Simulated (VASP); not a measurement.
# GaN (P6_3mc) in VASP: notebook

The runs below take GaN through single point, with PBE, LDA, r2SCAN.

Everything below comes from runs of VASP 6.6.1. Logs are shortened: lines on timing, memory, paths and dates and some standing lists are left out, and cuts for length are marked.

**The experiment to reproduce.**

From “Studying electronic properties in GaN without electrical contacts using γ-γ vs e−-γ Perturbed Angular Correlations”, 2019, pmc:6823545, for a bulk crystal of GaN: band gap 3.503 ± 0.005 eV (direct).

The runs below are set against these values where they give the same quantity.

### Step 1. The cell of the first run

Symmetry: P6_3mc, No. 186, hexagonal system. The conventional cell has a = 3.183 Å, b = 3.183 Å, c = 5.184 Å, α = 90.00°, β = 90.00°, γ = 120.00°. Ga (site symmetry 3m) has 4 N at 1.95 Å within 2.6 Å. Within 2.6 Å of N (site symmetry 3m) lie 4 Ga at 1.95 Å.

### Step 2. Single point, PBE

Input file INCAR:

```
SYSTEM = GaN
PREC     = Accurate       ! precision mode
ENCUT    = 520            ! plane-wave cutoff, eV
EDIFF    = 1E-7           ! SCF threshold, eV
ISMEAR   = -1             ! smearing method
SIGMA    = 0.02           ! smearing width, eV
LREAL    = .False.        ! projectors in reciprocal space
LASPH    = .True.         ! aspherical terms in the spheres
NELM     = 100            ! most SCF steps
ALGO     = Normal         ! electronic algorithm
ISIF     = 2              ! what is computed and relaxed
LWAVE    = .False.        ! write WAVECAR
LCHARG   = .True.         ! write CHGCAR
GGA      = PE             ! functional
LELF     = .True.         ! ELF
LVHAR    = .True.       
NBANDS   = 26             ! bands
```

Input file KPOINTS:

```
Automatic mesh
0
Gamma
  12 12 6
  0 0 0
```

Input file POSCAR:

```
GaN
1.0
    3.1831500546      0.0000000000      0.0000000000
   -1.5915750273      2.7566888113      0.0000000000
    0.0000000000      0.0000000000      5.1836268250
Ga N
2 2
Direct
    0.3333333333      0.6666666667     -0.0008868441
    0.6666666667      0.3333333333      0.4991131559
    0.3333333333      0.6666666667      0.3758868441
    0.6666666667      0.3333333333      0.8758868441
```

Potentials or basis: VASP PAW PBE potentials, release 64 (Ga_d, N).

Command:

```console
$ cat potpaw_PBE.64/Ga_d/POTCAR potpaw_PBE.64/N/POTCAR > POTCAR
$ mpirun -np 1 vasp_std > vasp.out
```

OUTCAR:

```text
SYSTEM = GaN
   PREC = Accurate
   ENCUT = 520
   EDIFF = 1E-7
   ISMEAR = -1
   LREAL = .False.
   LASPH = .True.
   NELM = 100
   ISIF = 2
   GGA = PE

 ion  position               nearest neighbor table
   1  0.333  0.667  0.999-   4 1.95   4 1.95   4 1.95   3 1.95
   2  0.667  0.333  0.499-   3 1.95   3 1.95   3 1.95   4 1.95
   3  0.333  0.667  0.376-   2 1.95   2 1.95   2 1.95   1 1.95
   4  0.667  0.333  0.876-   1 1.95   1 1.95   1 1.95   2 1.95

  LATTYP: Found a hexagonal cell.
 ALAT       =     3.1831500546
 C/A-ratio  =     1.6284582053

  Lattice vectors:

 A1 = (   3.1831500546,   0.0000000000,   0.0000000000)
 A2 = (  -1.5915750273,   2.7566888113,   0.0000000000)
 A3 = (   0.0000000000,   0.0000000000,   5.1836268250)

Analysis of symmetry for initial positions (statically):
=====================================================================
 Subroutine PRICEL returns:
 Original cell was already a primitive cell.

 Routine SETGRP: Setting up the symmetry group for a
 hexagonal supercell.

 Subroutine GETGRP returns: Found 12 space group operations
 (whereof  6 operations were pure point group operations)
 out of a pool of 24 trial point group operations.

The static configuration has the point symmetry C_3v.
 The point group associated with its full space group is C_6v.

Analysis of symmetry for dynamics (positions and initial velocities):
=====================================================================
 Subroutine PRICEL returns:
 Original cell was already a primitive cell.

 Routine SETGRP: Setting up the symmetry group for a
 hexagonal supercell.

 Subroutine GETGRP returns: Found 12 space group operations
 (whereof  6 operations were pure point group operations)
 out of a pool of 24 trial point group operations.

The dynamic configuration has the point symmetry C_3v.
 The point group associated with its full space group is C_6v.

 Subroutine INISYM returns: Found 12 space group operations
 (whereof  6 operations are pure point group operations),
 and found     1 'primitive' translations

----------------------------------------------------------------------------------------

                                     Primitive cell

  volume of cell :      45.4861

  direct lattice vectors                    reciprocal lattice vectors
     3.183150055  0.000000000  0.000000000     0.314154213  0.181377019  0.000000000
    -1.591575027  2.756688811  0.000000000     0.000000000  0.362754039  0.000000000
     0.000000000  0.000000000  5.183626825     0.000000000  0.000000000  0.192915122

  length of vectors
     3.183150055  3.183150055  5.183626825     0.362754039  0.362754039  0.192915122

  position of ions in fractional coordinates (direct lattice)
     0.333333333  0.666666667  0.999113156
     0.666666667  0.333333333  0.499113156
     0.333333333  0.666666667  0.375886844
     0.666666667  0.333333333  0.875886844

  ion indices of the primitive-cell ions
   primitive index   ion index
                 1           1
                 2           2
                 3           3
                 4           4

----------------------------------------------------------------------------------------

 KPOINTS: Automatic mesh

Automatic generation of k-mesh.
 Grid dimensions read from file:
 generate k-points for:   12   12    6

 Generating k-lattice:

  Cartesian coordinates                     Fractional coordinates (reciprocal lattice)
     0.026179518  0.015114752  0.000000000     0.083333333  0.000000000  0.000000000
     0.000000000  0.030229503  0.000000000     0.000000000  0.083333333  0.000000000
     0.000000000  0.000000000  0.032152520     0.000000000  0.000000000  0.166666667

  Length of vectors
     0.030229503  0.030229503  0.032152520

  Shift w.r.t. Gamma in fractional coordinates (k-lattice)
     0.000000000  0.000000000  0.000000000

 Subroutine IBZKPT returns following result:
 ===========================================

 Found     76 irreducible k-points:

 Following reciprocal coordinates:
            Coordinates               Weight
  0.000000  0.000000  0.000000      1.000000
  0.083333  0.000000  0.000000      6.000000
  0.166667  0.000000  0.000000      6.000000
  0.250000  0.000000  0.000000      6.000000
  0.333333  0.000000  0.000000      6.000000
  0.416667  0.000000  0.000000      6.000000
[... 16 lines left out ...]
  0.250000  0.000000  0.166667     12.000000
  0.333333  0.000000  0.166667     12.000000
 [... further k-points ...]
   k-points           NKPTS =     76   k-points in BZ     NKDIM =     76   number of bands    NBANDS=     26
   number of dos      NEDOS =    301   number of ions     NIONS =      4
   total plane-waves  NPLWV =  23040
   dimension x,y,z NGX =    24 NGY =   24 NGZ =   40
   dimension x,y,z NGXF=    48 NGYF=   48 NGZF=   80
   ions per type =               2   2
   NGX,Y,Z   is equivalent  to a cutoff of  12.53, 12.53, 12.83 a.u.
   NGXF,Y,Z  is equivalent  to a cutoff of  25.07, 25.07, 25.66 a.u.
 SYSTEM =  GaN
   PREC   = accura    normal or accurate (medium, high low for compatibility)
   ISTART =      0    job   : 0-new  1-cont  2-samecut
   ICHARG =      2    charge: 1-file 2-atom 10-const
   ISPIN  =      1    spin polarized calculation?
   LNONCOLLINEAR =      F non collinear calculations
   LSORBIT =      F    spin-orbit coupling
   LASPH  =      T    aspherical Exc in radial PAW
   ENCUT  =  520.0 eV  38.22 Ry    6.18 a.u.   5.92  5.92  9.64*2*pi/ulx,y,z
   NELM   =    100;   NELMIN=  2; NELMDL= -5     # of ELM steps
   EDIFF  = 0.1E-06   stopping-criterion for ELM
   LREAL  =      F    real-space projection
   EDIFFG = 0.1E-05   stopping-criterion for IOM
   NSW    =      0    number of steps for IOM
   IBRION =     -1    ionic relax: 0-MD 1-quasi-New 2-CG
   NFREE  =      0    steps in history (QN), initial steepest desc. (CG)
   ISIF   =      2    stress and relaxation
   ISYM   =      2    0-nonsym 1-usesym 2-fastsym
   POTIM  = 0.5000    time-step for ionic-motion
   TEBEG  =    0.0;   TEEND  =   0.0 temperature during run
   PSTRESS=    0.0 pullay stress
   NELECT =      36.0000    total number of electrons
   NUPDOWN=      -1.0000    fix difference up-down
   EMIN   =  10.00;   EMAX   =-10.00  energy-range for DOS
   EFERMI =   0.00;   METHOD = LEGACY
   ISMEAR =    -1;   SIGMA  =   0.02  broadening in eV -4-tet -1-fermi 0-gaus
   EFERMI_NEDOS =   21; number of points for ismear=-14 and -15
   IALGO  =     38    algorithm
   IMIX   =      4    mixing-type and parameters
     AMIX     =   0.40;   BMIX     =  1.00
     AMIX_MAG =   1.60;   BMIX_MAG =  1.00
  volume/ion in A,a.u.               =      11.37        76.74
  Fermi-wavevector in a.u.,A,eV,Ry     =   1.514315  2.861640 31.200186  2.293149
  Thomas-Fermi vector in A             =   2.623989
   LORBIT       =      0    0 simple, 1 ext, 2 COOP (PROOUT), +10 PAW based schemes
   GGA     = PE    functional components
   LHFCALC =     F    Hartree Fock is set to
   AEXX    =    0.0000 exact exchange contribution
   IVDW    =     0    specifies the selected vdW correction
   LEPSILON=     F    determine dielectric tensor
   LRPA    =     F    only Hartree local field effects (RPA)
 non-spin polarized calculation
  energy-cutoff  :      520.00
  volume of cell :       45.49
 maximum number of plane-waves:      1248
 NGX is ok and might be reduce to    24
   NGX = 11   NGY = 11   NGZ = 19

 number of electron      35.9999993 magnetization

 Free energy of the ion-electron system (eV)
  ---------------------------------------------------
  ext. energy  EPLUGINS =         0.00000000
  ---------------------------------------------------
  free energy    TOTEN  =       -24.29726922 eV

  energy without entropy =      -24.29726922  energy(sigma->0) =      -24.29726922

 E-fermi :   5.8224     XC(G=0): -11.6932

 val. band max:        5.3664664586   @ k =   0.0000   0.0000   0.0000
 cond. band min:       7.3083266386   @ k =   0.0000   0.0000   0.0000
 fundamental gap:      1.9418601800
 Fermi energy:         5.8223823390

 k-point     1 :       0.0000    0.0000    0.0000
  band No.  band energies     occupation
      1     -10.6503      2.00000
      2      -9.7152      2.00000
      3      -8.0745      2.00000
      4      -8.0593      2.00000
      5      -8.0593      2.00000
      6      -7.9972      2.00000
[... 18 lines left out ...]
     25      17.1038      0.00000
     26      17.1038      0.00000

 k-point     2 :       0.0833    0.0000    0.0000
  band No.  band energies     occupation
      1     -10.5811      2.00000
      2      -9.6969      2.00000
      3      -8.0684      2.00000
      4      -8.0491      2.00000
      5      -8.0367      2.00000
      6      -7.9895      2.00000
[... 18 lines left out ...]
     25      16.7537      0.00000
     26      17.2595      0.00000

 k-point     3 :       0.1667    0.0000    0.0000
  band No.  band energies     occupation
      1     -10.3926      2.00000
      2      -9.6522      2.00000
      3      -8.0441      2.00000
      4      -8.0241      2.00000
      5      -7.9798      2.00000
      6      -7.9494      2.00000
[... 18 lines left out ...]
     25      16.7756      0.00000
     26      17.6222      0.00000

 k-point     4 :       0.2500    0.0000    0.0000
  band No.  band energies     occupation
      1     -10.1425      2.00000
      2      -9.6027      2.00000
      3      -8.0187      2.00000
      4      -7.9994      2.00000
      5      -7.9343      2.00000
      6      -7.8937      2.00000
[... 18 lines left out ...]
     25      16.8250      0.00000
     26      18.1062      0.00000
[... 496 lines left out ...]
      1     -10.3217      2.00000
      2      -9.6744      2.00000
      3      -8.0403      2.00000
      4      -8.0207      2.00000
      5      -7.9821      2.00000
      6      -7.9524      2.00000
[... 18 lines left out ...]
     25      16.3743      0.00000
     26      17.4126      0.00000

 k-point    23 :       0.2500    0.0000    0.1667
  band No.  band energies     occupation
      1     -10.0854      2.00000
      2      -9.6159      2.00000
      3      -8.0192      2.00000
      4      -7.9929      2.00000
      5      -7.9478      2.00000
      6      -7.9013      2.00000
[... 18 lines left out ...]
     25      16.4932      0.00000
     26      17.9383      0.00000

 k-point    24 :       0.3333    0.0000    0.1667
  band No.  band energies     occupation
      1      -9.8740      2.00000
      2      -9.5722      2.00000
      3      -8.0107      2.00000
      4      -7.9767      2.00000
      5      -7.9200      2.00000
      6      -7.8522      2.00000
[... 18 lines left out ...]
     25      16.7317      0.00000
     26      18.5218      0.00000

 [... further k-points ...]
[... 5 lines left out ...]
  --------------------------------------------------------------------------------------
  -------------------------------------------------------------------------------------
  Total        1.7588325      1.7588325      1.7948269      0.0000000      0.0000000     -0.0000000
  in kB       61.9521656     61.9521656     63.2200116      0.0000000      0.0000000     -0.0000000
  external PRESSURE =      62.3747809 kB  Pullay stress =       0.0000000 kB

 VOLUME and BASIS-vectors are now :
 -----------------------------------------------------------------------------
  energy-cutoff  :      520.00
  volume of cell :       45.49
      direct lattice vectors                 reciprocal lattice vectors
     3.183150055  0.000000000  0.000000000     0.314154213  0.181377019  0.000000000
    -1.591575027  2.756688811  0.000000000     0.000000000  0.362754039  0.000000000
     0.000000000  0.000000000  5.183626825     0.000000000  0.000000000  0.192915122

 POSITION                                       TOTAL-FORCE (eV/Angst)
 -----------------------------------------------------------------------------------
     -0.00000      1.83779      5.17903         0.000000      0.000000      0.004539
      1.59158      0.91890      2.58722        -0.000000      0.000000      0.004539
     -0.00000      1.83779      1.94846         0.000000      0.000000     -0.004539
      1.59158      0.91890      4.54027        -0.000000      0.000000     -0.004539
 -----------------------------------------------------------------------------------
    total drift:                               -0.000001     -0.000001     -0.001091

  FREE ENERGIE OF THE ION-ELECTRON SYSTEM (eV)
  ---------------------------------------------------
  free  energy   TOTEN  =       -24.2972692217 eV

  energy  without entropy=      -24.2972692217  energy(sigma->0) =      -24.29726922
```

Wall time 57 s (1 thread of Intel Xeon Platinum 8488C (Sapphire Rapids), shared host); peak memory 0.2 GiB.

What came out:

* Free energy: -24.2973 eV
* Pressure: 6.2 GPa
* Largest force: 0.005 eV/Å
* Band gap on the k mesh: 1.94 eV, direct

Forces in eV/Å, atoms in the order of the input:
```
Ga   0.000  0.000  0.005
Ga   0.000  0.000  0.005
N    0.000  0.000 -0.005
N    0.000  0.000 -0.005
```

Stress tensor (GPa, compression positive):
```
6.20 0.00 0.00
0.00 6.20 0.00
0.00 0.00 6.32
```

Levels at points of the mesh, in eV from the valence-band top:
| k point | band 16 | band 17 | band 18 | band 19 | band 20 | band 21 |
| --- | --- | --- | --- | --- | --- | --- |
| (0.00, 0.00, 0.00) | -0.04 | 0.00 | 0.00 | 1.94 | 4.28 | 9.22 |
| (0.50, 0.00, 0.00) | -2.75 | -2.21 | -1.00 | 5.08 | 5.59 | 6.06 |
| (0.00, 0.00, 0.50) | -0.53 | -0.53 | -0.53 | 4.28 | 4.28 | 8.49 |
| (0.50, 0.00, 0.50) | -1.95 | -1.90 | -1.90 | 4.42 | 4.42 | 7.79 |

Expect the measured gap to be larger: semilocal functionals such as PBE lack the derivative discontinuity.

### Step 3. Single point, LDA

Input file INCAR:

```
SYSTEM = GaN
  PREC = Accurate
  ENCUT = 520
  EDIFF = 1E-7
  ISMEAR = 0
  SIGMA = 0.01
  LREAL = .False.
  LASPH = .True.
  NELM = 60
  ALGO = Normal
  ISIF = 2
  LWAVE = .False.
  LCHARG = .False.
  NBANDS = 26
```

KPOINTS is that of step 2.

POSCAR is that of step 2.

Potentials or basis: VASP PAW LDA potentials, release 64 (Ga_d, N).

Command:

```console
$ cat potpaw_LDA.64/Ga_d/POTCAR potpaw_LDA.64/N/POTCAR > POTCAR
$ mpirun -np 1 vasp_std > vasp.out
```

Run time: 73 s. Hardware: 1 thread of Intel Xeon Platinum 8488C (Sapphire Rapids), shared host; peak memory 0.18 GiB.

It converged, with:

```
Free energy            : -27.8967 eV
Pressure               : -4.4 GPa
Largest force          : 0.007 eV/Å
Band gap on the k mesh : 1.96 eV, direct
```

Forces in eV/Å, atoms in the order of the input:
```
Ga   0.000  0.000  0.007
Ga   0.000  0.000  0.007
N    0.000  0.000 -0.007
N    0.000  0.000 -0.007
```

Stress tensor (GPa, compression positive):
```
-4.51  0.00  0.00
 0.00 -4.51  0.00
 0.00  0.00 -4.26
```

Levels at points of the mesh, in eV from the valence-band top:
| k point | band 16 | band 17 | band 18 | band 19 | band 20 | band 21 |
| --- | --- | --- | --- | --- | --- | --- |
| (0.00, 0.00, 0.00) | -0.04 | 0.00 | 0.00 | 1.96 | 4.18 | 9.07 |
| (0.50, 0.00, 0.00) | -2.78 | -2.25 | -1.01 | 4.92 | 5.51 | 5.92 |
| (0.00, 0.00, 0.50) | -0.54 | -0.54 | -0.54 | 4.22 | 4.22 | 8.32 |
| (0.50, 0.00, 0.50) | -1.97 | -1.92 | -1.92 | 4.30 | 4.30 | 7.63 |

As with any semilocal functional, this LDA gap is likely too small.

### Step 4. Single point, r2SCAN

POSCAR is that of step 3.

Input file INCAR.step1:

```
  PREC = Accurate
  ENCUT = 520
  ISMEAR = -1
  SIGMA = 0.02
  LREAL = False
  LASPH = True
  NELM = 80
  NBANDS = 26
  GGA = PE
  ALGO = Normal
  EDIFF = 1E-4
  LWAVE = True
  LCHARG = False
```

Input file INCAR.step2:

```
  PREC = Accurate
  ENCUT = 520
  EDIFF = 1E-7
  ISMEAR = -1
  SIGMA = 0.02
  LREAL = False
  LASPH = True
  NELM = 80
  ALGO = Normal
  ISIF = 2
  LWAVE = False
  LCHARG = True
  METAGGA = R2SCAN
  LMIXTAU = True
  LELF = True
  LVHAR = True
  NBANDS = 26
  ISTART = 1
```

Input file KPOINTS:

```
Automatic mesh
0
Gamma
  12 12 4
```

Potentials or basis: VASP PAW PBE potentials, release 64 (Ga_d, N).

Command:

```console
$ cat potpaw_PBE.64/Ga_d/POTCAR potpaw_PBE.64/N/POTCAR > POTCAR
$ cp INCAR.step1 INCAR
$ mpirun -np 1 vasp_std > vasp.out
$ cp INCAR.step2 INCAR
$ mpirun -np 1 vasp_std > vasp.out
```

Run time: 2.6 min. Hardware: 1 thread of Intel Xeon Platinum 8488C (Sapphire Rapids), shared host; peak memory 0.2 GiB.

It converged, with:

* Free energy: -43.8208 eV
* Pressure: 1.1 GPa
* Largest force: 0.005 eV/Å
* Band gap on the k mesh: 2.34 eV, direct

Forces on the atoms (eV/Å):
```
Ga   0.000  0.000  0.005
Ga   0.000  0.000  0.005
N    0.000  0.000 -0.005
N    0.000  0.000 -0.005
```

Stress tensor (GPa, compression positive):
```
1.12 0.00 0.00
0.00 1.12 0.00
0.00 0.00 1.00
```

Levels at points of the mesh, in eV from the valence-band top:
| k point | band 16 | band 17 | band 18 | band 19 | band 20 | band 21 |
| --- | --- | --- | --- | --- | --- | --- |
| (0.00, 0.00, 0.00) | -0.04 | 0.00 | 0.00 | 2.34 | 4.81 | 9.96 |
| (0.50, 0.00, 0.00) | -2.84 | -2.24 | -1.03 | 5.58 | 6.12 | 6.55 |
| (0.00, 0.00, 0.50) | -0.55 | -0.55 | -0.55 | 4.77 | 4.77 | 9.18 |
| (0.50, 0.00, 0.50) | -2.01 | -1.95 | -1.95 | 4.89 | 4.89 | 8.42 |

Caveat: the PAW data sets were made with another functional, which shifts forces and pressure a little.

(Continued in part 2 of 2.)
